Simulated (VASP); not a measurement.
# AgRh (P-6m2) in VASP: a series of runs

AgRh is run at these levels: PBE; tasks: single point.

All numbers are computed with VASP 6.6.1; they aren't measurements. Logs are shortened: lines on timing, memory, paths and dates and some standing lists are left out, and cuts for length are marked.

## (1) The cell of the first run

It takes space group P-6m2 (No. 187, hexagonal). The conventional cell has a = 2.867 Å, b = 2.867 Å, c = 4.964 Å, α = 90.00°, β = 90.00°, γ = 120.00°. Ag (site symmetry -6m2) has 6 Ag at 2.87 Å and 6 Rh at 2.98 Å within 3.8 Å. Within 3.8 Å of Rh (site symmetry -6m2) lie 6 Rh at 2.87 Å and 6 Ag at 2.98 Å.

## (2) Single point, PBE (volume scaled by 1.1)

Input file INCAR:

```
ALGO = Normal ; EDIFF = 1E-6
ENCUT = 520 ; GGA = PE
ISIF = 2 ; ISMEAR = -1
LASPH = True ; LCHARG = True
LELF = True ; LREAL = False
LVHAR = True ; LWAVE = False
NBANDS = 20 ; NELM = 80
PREC = Accurate ; SIGMA = 0.05
```

Input file KPOINTS:

```
k-points
0
Gamma
  14 14 7
```

Input file POSCAR:

```
AgRh
1.0
    2.8672490676      0.0000000000      0.0000000000
   -1.4336245338      2.4831105315      0.0000000000
    0.0000000000      0.0000000000      4.9638242277
Ag Rh
1 1
Direct
    0.0000000000      0.0000000000      0.5000000000
    0.6666666667      0.3333333333      0.0000000000
```

Potentials or basis: VASP PAW PBE potentials, release 64 (Ag, Rh_pv).

Launch:

```sh
> cat potpaw_PBE.64/Ag/POTCAR potpaw_PBE.64/Rh_pv/POTCAR > POTCAR
> mpirun -np 1 vasp_std > vasp.out
```

OUTCAR:

```text
EDIFF = 1E-6
   ENCUT = 520
   GGA = PE
   ISIF = 2
   ISMEAR = -1
   LASPH = True
   LREAL = False
   NELM = 80
   PREC = Accurate

 ion  position               nearest neighbor table
   1  0.000  0.000  0.500-   2 2.98   2 2.98   2 2.98   2 2.98   2 2.98   2 2.98
   2  0.667  0.333  0.000-   1 2.98   1 2.98   1 2.98   1 2.98   1 2.98   1 2.98

  LATTYP: Found a hexagonal cell.
 ALAT       =     2.8672490676
 C/A-ratio  =     1.7312148720

  Lattice vectors:

 A1 = (   2.8672490676,   0.0000000000,   0.0000000000)
 A2 = (  -1.4336245338,   2.4831105315,   0.0000000000)
 A3 = (   0.0000000000,   0.0000000000,   4.9638242277)

Analysis of symmetry for initial positions (statically):
=====================================================================
 Subroutine PRICEL returns:
 Original cell was already a primitive cell.

 Routine SETGRP: Setting up the symmetry group for a
 hexagonal supercell.

 Subroutine GETGRP returns: Found 12 space group operations
 (whereof 12 operations were pure point group operations)
 out of a pool of 24 trial point group operations.

The static configuration has the point symmetry D_3h.

Analysis of symmetry for dynamics (positions and initial velocities):
=====================================================================
 Subroutine PRICEL returns:
 Original cell was already a primitive cell.

 Routine SETGRP: Setting up the symmetry group for a
 hexagonal supercell.

 Subroutine GETGRP returns: Found 12 space group operations
 (whereof 12 operations were pure point group operations)
 out of a pool of 24 trial point group operations.

The dynamic configuration has the point symmetry D_3h.

 Subroutine INISYM returns: Found 12 space group operations
 (whereof 12 operations are pure point group operations),
 and found     1 'primitive' translations

----------------------------------------------------------------------------------------

                                     Primitive cell

  volume of cell :      35.3409

  direct lattice vectors                    reciprocal lattice vectors
     2.867249068  0.000000000  0.000000000     0.348766353  0.201360348  0.000000000
    -1.433624534  2.483110531  0.000000000     0.000000000  0.402720695  0.000000000
     0.000000000  0.000000000  4.963824228     0.000000000  0.000000000  0.201457577

  length of vectors
[... 77 lines left out ...]
   LNONCOLLINEAR =      F non collinear calculations
   LSORBIT =      F    spin-orbit coupling
   LASPH  =      T    aspherical Exc in radial PAW
   ENCUT  =  520.0 eV  38.22 Ry    6.18 a.u.   5.33  5.33  9.23*2*pi/ulx,y,z
   NELM   =     80;   NELMIN=  2; NELMDL= -5     # of ELM steps
   EDIFF  = 0.1E-05   stopping-criterion for ELM
   LREAL  =      F    real-space projection
   EDIFFG = 0.1E-04   stopping-criterion for IOM
   NSW    =      0    number of steps for IOM
   IBRION =     -1    ionic relax: 0-MD 1-quasi-New 2-CG
   NFREE  =      0    steps in history (QN), initial steepest desc. (CG)
   ISIF   =      2    stress and relaxation
   ISYM   =      2    0-nonsym 1-usesym 2-fastsym
   POTIM  = 0.5000    time-step for ionic-motion
   TEBEG  =    0.0;   TEEND  =   0.0 temperature during run
   PSTRESS=    0.0 pullay stress
   NELECT =      26.0000    total number of electrons
   NUPDOWN=      -1.0000    fix difference up-down
   EMIN   =  10.00;   EMAX   =-10.00  energy-range for DOS
   EFERMI =   0.00;   METHOD = LEGACY
   ISMEAR =    -1;   SIGMA  =   0.05  broadening in eV -4-tet -1-fermi 0-gaus
   EFERMI_NEDOS =   21; number of points for ismear=-14 and -15
   IALGO  =     38    algorithm
   IMIX   =      4    mixing-type and parameters
     AMIX     =   0.40;   BMIX     =  1.00
     AMIX_MAG =   1.60;   BMIX_MAG =  1.00
  volume/ion in A,a.u.               =      17.67       119.25
  Fermi-wavevector in a.u.,A,eV,Ry     =   1.477883  2.792794 29.716995  2.184138
  Thomas-Fermi vector in A             =   2.592232
   LORBIT       =      0    0 simple, 1 ext, 2 COOP (PROOUT), +10 PAW based schemes
   GGA     = PE    functional components
   LHFCALC =     F    Hartree Fock is set to
   AEXX    =    0.0000 exact exchange contribution
   IVDW    =     0    specifies the selected vdW correction
   LEPSILON=     F    determine dielectric tensor
   LRPA    =     F    only Hartree local field effects (RPA)
 non-spin polarized calculation
  energy-cutoff  :      520.00
  volume of cell :       35.34
 maximum number of plane-waves:       991
 NGX is ok and might be reduce to    24
   NGX = 11   NGY = 11   NGZ = 19

 number of electron      25.9999999 magnetization

 Free energy of the ion-electron system (eV)
  ---------------------------------------------------
  ext. energy  EPLUGINS =         0.00000000
  ---------------------------------------------------
  free energy    TOTEN  =        -9.28911069 eV

  energy without entropy =       -9.25997446  energy(sigma->0) =       -9.27454258

 E-fermi :   7.4823     XC(G=0): -12.2147

 val. band max:        7.4802118340   @ k =   0.3571   0.2143   0.4286
 cond. band min:       7.4829116499   @ k =   0.2857   0.2857   0.4286
 fundamental gap:      0.0026998159
 Fermi energy:         7.4823271159

 k-point     1 :       0.0000    0.0000    0.0000
  band No.  band energies     occupation
      1     -38.0598      2.00000
      2     -38.0598      2.00000
      3     -37.9803      2.00000
      4       0.9789      2.00000
      5       2.3128      2.00000
      6       3.5371      2.00000
[... 541 lines left out ...]
     19      18.9854      0.00000
     20      19.3036      0.00000

 [... further k-points ...]

------------------------ aborting loop because EDIFF is reached ----------------------------------------

  FORCE on cell =-STRESS in cart. coord.  units (eV):
  Direction    XX          YY          ZZ          XY          YZ          ZX
  --------------------------------------------------------------------------------------
  -------------------------------------------------------------------------------------
  Total       -2.9378312     -2.9378312     -2.6716337      0.0000000     -0.0000000      0.0000000
  in kB     -133.1863009   -133.1863009   -121.1182596      0.0000000     -0.0000000      0.0000000
  external PRESSURE =    -129.1636205 kB  Pullay stress =       0.0000000 kB

 VOLUME and BASIS-vectors are now :
 -----------------------------------------------------------------------------
  energy-cutoff  :      520.00
  volume of cell :       35.34
      direct lattice vectors                 reciprocal lattice vectors
     2.867249068  0.000000000  0.000000000     0.348766353  0.201360348  0.000000000
    -1.433624534  2.483110531  0.000000000     0.000000000  0.402720695  0.000000000
     0.000000000  0.000000000  4.963824228     0.000000000  0.000000000  0.201457577

 POSITION                                       TOTAL-FORCE (eV/Angst)
 -----------------------------------------------------------------------------------
      0.00000      0.00000      2.48191         0.000000      0.000000      0.000000
      1.43362      0.82770      0.00000        -0.000000      0.000000      0.000000
 -----------------------------------------------------------------------------------
    total drift:                               -0.000000      0.000000      0.000000

  FREE ENERGIE OF THE ION-ELECTRON SYSTEM (eV)
  ---------------------------------------------------
  free  energy   TOTEN  =        -9.2891106891 eV

  energy  without entropy=       -9.2599744630  energy(sigma->0) =       -9.27454258
```

OSZICAR:

```text
N       E                     dE             d eps       ncg     rms          rms(c)
DAV:   1     0.213252036441E+03    0.21325E+03   -0.15669E+04  3840   0.137E+03
DAV:   2    -0.582673968162E+01   -0.21908E+03   -0.21271E+03  3988   0.368E+02
DAV:   3    -0.993867671501E+01   -0.41119E+01   -0.40900E+01  4384   0.566E+01
DAV:   4    -0.996209932294E+01   -0.23423E-01   -0.23421E-01  4200   0.425E+00
DAV:   5    -0.996245179045E+01   -0.35247E-03   -0.35247E-03  4384   0.548E-01    0.720E+00
DAV:   6    -0.933093211458E+01    0.63152E+00   -0.23919E+00  4168   0.179E+01    0.496E+00
DAV:   7    -0.931090310940E+01    0.20029E-01   -0.42013E-01  4088   0.613E+00    0.225E+00
DAV:   8    -0.929516453379E+01    0.15739E-01   -0.17219E-01  4072   0.381E+00    0.164E+00
DAV:   9    -0.928914732838E+01    0.60172E-02   -0.22799E-02  4280   0.134E+00    0.118E-01
DAV:  10    -0.928911888308E+01    0.28445E-04   -0.64215E-04  4168   0.171E-01    0.467E-02
DAV:  11    -0.928911129949E+01    0.75836E-05   -0.84315E-05  4284   0.761E-02    0.923E-03
DAV:  12    -0.928911068910E+01    0.61039E-06   -0.19709E-06  3516   0.137E-02
   1 F= -.92891107E+01 E0= -.92745426E+01  d E =-.291362E-01
```

It took 23 s on 1 thread of Intel Xeon 6975P-C (Granite Rapids), shared host; peak memory 0.21 GiB.

Results:

| Quantity | Value |
| --- | --- |
| Free energy | -9.2891 eV |
| Pressure | -12.9 GPa |
| Band gap on the k mesh | zero (band 13 reaches 8.43 eV, above the bottom of band 14 at 7.32 eV) |

Stress tensor (GPa, compression positive):
```
-13.32   0.00   0.00
  0.00 -13.32   0.00
  0.00   0.00 -12.11
```

## (3) Single point, PBE (volume scaled by 1.25)

Input file INCAR:

```
SYSTEM = AgRh
PREC = Accurate
ENCUT = 520
EDIFF = 1E-7
ISMEAR = -1
SIGMA = 0.05
LREAL = .FALSE.
LASPH = .TRUE.
NELM = 100
ALGO = Normal
ISIF = 2
LWAVE = .FALSE.
LCHARG = .FALSE.
GGA = PE
NBANDS = 20
```

Input file KPOINTS:

```
Automatic mesh
0
G
  14 14 7
  0 0 0
```

Input file POSCAR:

```
AgRh
1.0
    2.9920661862      0.0000000000      0.0000000000
   -1.4960330931      2.5912053270      0.0000000000
    0.0000000000      0.0000000000      5.1799094797
Ag Rh
1 1
Direct
    0.0000000000      0.0000000000      0.5000000000
    0.6666666667      0.3333333333      0.0000000000
```

Potentials or basis: VASP PAW PBE potentials, release 64 (Ag, Rh_pv).

Launch:

```sh
> cat potpaw_PBE.64/Ag/POTCAR potpaw_PBE.64/Rh_pv/POTCAR > POTCAR
> mpirun -np 1 vasp_std > vasp.out
```

Wall time 26 s (1 thread of Intel Xeon 6975P-C (Granite Rapids), shared host); peak memory 0.21 GiB.

It converged, with:

* Free energy: -8.7862 eV
* Pressure: -19.4 GPa
* Band gap on the k mesh: zero (band 13 reaches 6.65 eV, above the bottom of band 14 at 5.76 eV)

Stress tensor (GPa, compression positive):
```
-20.23   0.00   0.00
  0.00 -20.23   0.00
  0.00   0.00 -17.74
```

Levels at points of the mesh, in eV from the Fermi level:
| k point | band 9 | band 10 | band 11 | band 12 | band 13 | band 14 | band 15 | band 16 | band 17 | band 18 |
| --- | --- | --- | --- | --- | --- | --- | --- | --- | --- | --- |
| (0.00, 0.00, 0.00) | -2.79 | -2.39 | -1.26 | -1.26 | 0.10 | 0.10 | 0.68 | 3.99 | 16.00 | 16.22 |
| (0.50, 0.00, 0.00) | -2.22 | -1.87 | -1.03 | -0.10 | 0.75 | 1.59 | 3.25 | 7.11 | 7.61 | 9.44 |

## (4) Single point, PBE, collinear spin, ferromagnetic start (volume scaled by 0.66)

Input file INCAR:

```
PREC = Accurate
ENCUT = 520
EDIFF = 1E-6
ISMEAR = -1
SIGMA = 0.05
LREAL = False
LASPH = True
NELM = 150
ALGO = Normal
ISIF = 2
LWAVE = False
LCHARG = False
ISPIN = 2
MAGMOM = 0 1
LORBIT = 11
LMAXMIX = 4
GGA = PE
NBANDS = 24
```

Input file KPOINTS:

```
Automatic mesh
0
Gamma
  14 14 7
```

Input file POSCAR:

```
AgRh
1.0
    2.4183315232      0.0000000000      0.0000000000
   -1.2091657616      2.0943365338      0.0000000000
    0.0000000000      0.0000000000      4.1866514985
Ag Rh
1 1
Direct
    0.0000000000      0.0000000000      0.5000000000
    0.6666666667      0.3333333333      0.0000000000
```

Launch:

```sh
> cat potpaw_PBE.64/Ag/POTCAR potpaw_PBE.64/Rh_pv/POTCAR > POTCAR
> mpirun -np 1 vasp_std > vasp.out
```

Wall time 35 s (1 thread of Intel Xeon 6975P-C (Granite Rapids), shared host); peak memory 0.19 GiB.

Results (log left out):

| Quantity | Value |
| --- | --- |
| Free energy | -5.5164 eV |
| Pressure | 182.5 GPa |
| Band gap on the k mesh | zero (filled and empty bands overlap) |
| Net moment | 0.00 μB per cell |
| Valence electrons inside the program's atomic spheres | Ag 10.82; Rh 14.50 |

Stress tensor (GPa, compression positive):
```
192.29   0.00   0.00
  0.00 192.29   0.00
  0.00   0.00 162.79
```

Levels at points of the mesh, in eV from the Fermi level:
Spin up:
```
           k point  band 9  band 10  band 11  band 12  band 13  band 14  band 15  band 16  band 17  band 18
(0.00, 0.00, 0.00)   -4.39    -4.39    -3.47    -3.47    -0.86     0.14     0.14     9.04    16.60    17.76
(0.50, 0.00, 0.00)   -4.92    -3.23    -2.44    -0.05     2.17     2.90     6.00    11.25    11.76    14.76
```
Spin down:
```
           k point  band 10  band 11  band 12  band 13  band 14  band 15  band 16  band 17
(0.00, 0.00, 0.00)    -4.39    -3.47    -3.47    -0.86     0.14     0.14     9.04    16.60
(0.50, 0.00, 0.00)    -3.23    -2.44    -0.05     2.17     2.90     6.00    11.25    11.76
```

## (5) Single point, PBE, collinear spin, ferromagnetic start (volume scaled by 0.66)

Input file INCAR:

```
SYSTEM = AgRh
  PREC = Accurate
  ENCUT = 520
  EDIFF = 1E-6
  ISMEAR = -1
  SIGMA = 0.05
  LREAL = .False.
  LASPH = .True.
  NELM = 150
  ALGO = Normal
  ISIF = 2
  LWAVE = .False.
  LCHARG = .False.
  ISPIN = 2
  MAGMOM = 0 1
  LORBIT = 11
  LMAXMIX = 4
  GGA = PE
  NBANDS = 24
```

Input file KPOINTS:

```
Automatic mesh
0
Gamma
  14 14 7
  0 0 0
```

POSCAR is that of step 4.

Launch:

```sh
> cat potpaw_PBE.64/Ag/POTCAR potpaw_PBE.64/Rh_pv/POTCAR > POTCAR
> mpirun -np 1 vasp_std > vasp.out
```

Run time: 35 s. Hardware: 1 thread of Intel Xeon 6975P-C (Granite Rapids), shared host; peak memory 0.19 GiB.

The run converged. Its results:

```
Free energy                                           : -5.5164 eV
Pressure                                              : 182.5 GPa
Band gap on the k mesh                                : zero (filled and empty bands overlap)
Net moment                                            : 0.00 μB per cell
Valence electrons inside the program's atomic spheres : Ag 10.82; Rh 14.50
```

Stress tensor (GPa, compression positive):
```
192.29   0.00   0.00
  0.00 192.29   0.00
  0.00   0.00 162.79
```

Levels at points of the mesh, in eV from the Fermi level:
Spin up:
| k point | band 10 | band 11 | band 12 | band 13 | band 14 | band 15 | band 16 | band 17 |
| --- | --- | --- | --- | --- | --- | --- | --- | --- |
| (0.00, 0.00, 0.00) | -4.39 | -3.47 | -3.47 | -0.86 | 0.14 | 0.14 | 9.04 | 16.60 |
| (0.50, 0.00, 0.00) | -3.23 | -2.44 | -0.05 | 2.17 | 2.90 | 6.00 | 11.25 | 11.76 |
Spin down:
```csv
k point,band 10,band 11,band 12,band 13,band 14,band 15,band 16,band 17
"(0.00, 0.00, 0.00)",-4.39,-3.47,-3.47,-0.86,0.14,0.14,9.04,16.60
"(0.50, 0.00, 0.00)",-3.23,-2.44,-0.05,2.17,2.90,6.00,11.25,11.76
```

## (6) Overview

| spin | cell | gap on the mesh (eV) | pressure (GPa) |
| --- | --- | --- | --- |
| off | a = 2.867, b = 2.867, c = 4.964 Å, angles 90.0, 90.0, 120.0°, 2 atoms | none | -12.9 |
| off | a = 2.992, b = 2.992, c = 5.180 Å, angles 90.0, 90.0, 120.0°, 2 atoms | none | -19.4 |
| collinear, ferromagnetic start | a = 2.418, b = 2.418, c = 4.187 Å, angles 90.0, 90.0, 120.0°, 2 atoms | none | 182.5 |

Alike in all rows: task single point; level PBE; potentials or basis VASP PAW PBE potentials, release 64 (Ag, Rh_pv); k mesh 14 × 14 × 7; cutoff (eV) 520; smearing fermi-dirac 0.05 eV.

Absolute energies hang on the potentials; compare differences alone.
